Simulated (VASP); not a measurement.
Input of a VASP 6.6.1 run:

Contents of POSCAR:

```
Os
1.0
    2.7700791260      0.0000000000      0.0000000000
   -1.3850395630      2.3989588936      0.0000000000
    0.0000000000      0.0000000000      4.3765446767
Os
2
Direct
    0.6666666667      0.3333333333      0.7500000000
    0.3333333333      0.6666666667      0.2500000000
```

INCAR.step1

```
SYSTEM = Os
  PREC = Accurate
  ENCUT = 520
  EDIFF = 1E-5
  ISMEAR = -1
  SIGMA = 0.05
  LREAL = .False.
  LASPH = .True.
  NELM = 80
  ALGO = Normal
  ISIF = 2
  LWAVE = .True.
  LCHARG = .False.
  NBANDS = 15
  GGA = PE
```

Contents of INCAR.step2:

```
SYSTEM = Os
  PREC = Accurate
  ENCUT = 520
  EDIFF = 1E-6
  ISMEAR = -1
  SIGMA = 0.05
  LREAL = .False.
  LASPH = .True.
  NELM = 80
  ALGO = Normal
  ISIF = 2
  LWAVE = .False.
  LCHARG = .False.
  GGA = PE
  LHFCALC = .True.
  AEXX = 0.25
  HFSCREEN = 0.3
  PRECFOCK = Normal
  NBANDS = 15
  ISTART = 1
```

The input KPOINTS:

```
Automatic mesh
0
Gamma
  6 6 3
  0 0 0
```

Potentials or basis: VASP PAW PBE potentials, release 64 (Os).

Launch:

```sh
$ cat potpaw_PBE.64/Os/POTCAR > POTCAR
$ cp INCAR.step1 INCAR
$ mpirun -np 1 vasp_std > vasp.out
$ cp INCAR.step2 INCAR
$ mpirun -np 1 vasp_std > vasp.out
```

Problem. Predict the band gap on the k mesh.

Solution. Zero (bands 8 and 9 overlap by 3.97 eV).

Problem. Predict the pressure.

Solution. -18.0 GPa.

Stress tensor (GPa, compression positive):
```
-16.40   0.00   0.00
  0.00 -16.40   0.00
  0.00   0.00 -21.26
```

Caveat: the k points lie up to 0.48 Å⁻¹ apart, too coarse for converged energies and pressures of a metal; the PAW data sets were made with another functional, which shifts forces and pressure a little; spin-orbit coupling is left out, which moves the levels of the heavy elements.
